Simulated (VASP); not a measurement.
The system is Si5N.

```
Si N
1.0
    -3.11779    3.11779    2.36133
     3.11779   -3.11779    2.36133
     3.11779    3.11779   -2.36133
Si N
5 1
Direct
  0.00000 0.31197 0.31197
  0.00000 0.68803 0.68803
  0.68803 0.00000 0.68803
  0.31197 0.00000 0.31197
  0.50000 0.50000 0.00000
  0.00000 0.00000 0.00000
```

```yaml
Program: VASP 6.6.1
Task: relaxation of cell and atoms
Functional: PBE
Potentials_or_basis: VASP PAW PBE potentials, release 64 (Si, N)
Cutoff: 600 eV
k_mesh: 10 × 10 × 10
Occupations: gaussian, width 0.1 eV
Spin: no spin polarisation
```

At the start: pressure 0.3 GPa; volume 15.30 Å³/atom.

Q: How do energy, volume and symmetry change on relaxing?

A: Over 11 steps the energy falls by 6.2 meV/atom and the volume is 15.23 Å³/atom (-0.5 %); space group I4/mmm (No. 139, to 0.05 Å).

Step by step:
| step | energy change (eV) | largest force (eV/Å) | pressure (GPa) | volume (Å³) |
| --- | --- | --- | --- | --- |
| 1 | 0.0000 | 0.2345 | 0.35 | 91.81 |
| 2 | -0.0243 | 0.0181 | -0.12 | 92.24 |
| 3 | -0.0291 | 0.0352 | -0.50 | 92.57 |
| 4 | -0.0300 | 0.0479 | -0.66 | 92.71 |
| 5 | -0.0298 | 0.0872 | -0.97 | 92.97 |
| 6 | -0.0303 | 0.0594 | -0.77 | 92.80 |
| 7 | -0.0355 | 0.0448 | 0.03 | 91.61 |
| 8 | -0.0358 | 0.0404 | 0.29 | 91.25 |
| 9 | -0.0368 | 0.0272 | 0.03 | 91.32 |
| 10 | -0.0368 | 0.0239 | 0.05 | 91.31 |
| 11 | -0.0370 | 0.0098 | -0.02 | 91.40 |

Final structure:
```
Si N
1.0
    -3.17844    3.17844    2.26176
     3.17844   -3.17844    2.26176
     3.17844    3.17844   -2.26176
Si N
5 1
Direct
  0.00000 0.30829 0.30829
  0.00000 0.69171 0.69171
  0.69171 0.00000 0.69171
  0.30829 0.00000 0.30829
  0.50000 0.50000 0.00000
  0.00000 0.00000 0.00000
```
